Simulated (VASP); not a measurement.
## Ni: single point with PBE

The system is Ni.

```
Ni
1.0
    -1.40037    1.40037    1.40037
     1.40037   -1.40037    1.40037
     1.40037    1.40037   -1.40037
Ni
1
Direct
  0.00000 0.00000 0.00000
```

```yaml
Program: VASP 6.6.1
Task: single point
Functional: PBE
Potentials_or_basis: VASP PAW PBE potentials, release 64 (Ni)
Cutoff: 520 eV
k_mesh: 17 × 17 × 17
Occupations: gaussian, width 0.1 eV
Spin: collinear spin, ferromagnetic start
Starting_moments: "[2.0] μB"
```

```json
{"Pressure": "0.0 GPa", "Net moment": "0.54 μB per cell", "Site moments": "Ni +0.55 μB", "Valence electrons inside the program's atomic spheres": "Ni 9.30"}
```

Levels at points of the mesh, in eV from the Fermi level:
Spin up:
| k point | band 3 | band 4 | band 5 | band 6 | band 7 | band 8 |
| --- | --- | --- | --- | --- | --- | --- |
| (0.00, 0.00, 0.00) | -2.26 | -2.26 | -0.85 | -0.85 | 26.35 | 26.35 |
Spin down:
```tsv
k point	band 1	band 2	band 3	band 4	band 5	band 6	band 7	band 8	band 9	band 10
(0.00, 0.00, 0.00)	-8.84	-1.59	-1.59	-1.59	-0.40	-0.40	26.25	26.25	26.25	31.11
```

Run time: 22 s on 1 thread of Intel(R) Xeon(R) 6975P-C (Granite Rapids), on a shared host, peak memory 0.15 GiB.
